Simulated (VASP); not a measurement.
Wanted: the native input for a VASP 6.6.1 run.

* Task: electric field gradients
* Functional: PBE
* Potentials or basis: VASP PAW PBE potentials, release 64 (Re)
* Cutoff: 520 eV
* k mesh: 14 × 14 × 14
* Occupations: fermi-dirac, width 0.03 eV
* Spin: no spin polarisation
* Dipole correction: no
* Further INCAR settings: ALGO = Normal; EDIFF = 1e-08; NBANDS = 10

The structure of Re lies in POSCAR:

```
Re
1.0
    0.0000000000      2.0137353243      2.0137353243
    2.0137353243      0.0000000000      2.0137353243
    2.0137353243      2.0137353243      0.0000000000
Re
1
Direct
    0.0000000000      0.0000000000      0.0000000000
```

This isn't the form of Re at room conditions, which is hcp.

One way to write it, as run:

INCAR

```
PREC = Accurate
ENCUT = 520
EDIFF = 1E-8
ISMEAR = -1
SIGMA = 0.03
LREAL = False
LASPH = True
NELM = 120
ALGO = Normal
ISIF = 2
LWAVE = False
LCHARG = False
GGA = PE
LEFG = True
NBANDS = 10
GGA_COMPAT = False
```

KPOINTS

```
regular mesh
0
Gamma
  14 14 14
```

Potentials or basis: VASP PAW PBE potentials, release 64 (Re).

The run is started by

```sh
$ cat potpaw_PBE.64/Re/POTCAR > POTCAR
$ mpirun -np 1 vasp_std > vasp.out
```

It gave:

| Quantity | Value |
| --- | --- |
| Pressure | -26.3 GPa |
| Band gap on the k mesh | zero (an odd number of electrons rules out a gap without spin polarisation) |
| Largest electric field gradient by atom | zero within the noise of the run |

Caveat: the cell stands under tension; spin-orbit coupling is left out, which moves the levels of the heavy elements.

Run time: 7.2 s on 1 thread of Intel(R) Xeon(R) 6975P-C (Granite Rapids), with other jobs on the host, peak memory 0.15 GiB.
